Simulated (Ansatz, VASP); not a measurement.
## IrRh4 in VASP and in Ansatz

```
Ir Rh
1.0
    -3.03364    3.03364    1.91748
     3.03364   -3.03364    1.91748
     3.03364    3.03364   -1.91748
Ir Rh
1 4
Direct
  0.00000 0.00000 0.00000
  0.20068 0.60133 0.80201
  0.79932 0.39867 0.19799
  0.60133 0.79932 0.40064
  0.39867 0.20068 0.59936
```

Alike in both runs: task relaxation of cell and atoms; functional PBE; k mesh 12 × 12 × 12; occupations gaussian, width 0.1 eV; no spin polarisation.

|  | VASP | Ansatz |
| --- | --- | --- |
| version | VASP 6.6.1 | Ansatz 0.2.0 |
| potentials or method | VASP PAW PBE potentials, release 64 (Ir, Rh_pv), cutoff 600 eV | scalar-relativistic, plane waves, PAW |
| valence electrons in the cell | 69 | 85 |

|  | VASP | Ansatz | Ansatz less VASP |
| --- | --- | --- | --- |
| gap on the k mesh at the Fermi level, each at its own relaxed structure (eV) | none | none | - |
| relaxed volume (Å³/atom) | 14.12 | 14.12 | 0.000 |
| relaxed length of the cell vector where the two differ most in proportion (Å) | 4.699 | 4.699 | 0.0000 |

A gap of «none» marks a metal or a gap that the smearing closes. VASP's potentials hold 69 valence electrons a cell and Ansatz's 85, so a difference there can come from the potentials and not from the codes.

Neither program's run includes spin-orbit coupling. Noted on VASP's run: the relaxation stopped at its first step, so nothing moved.
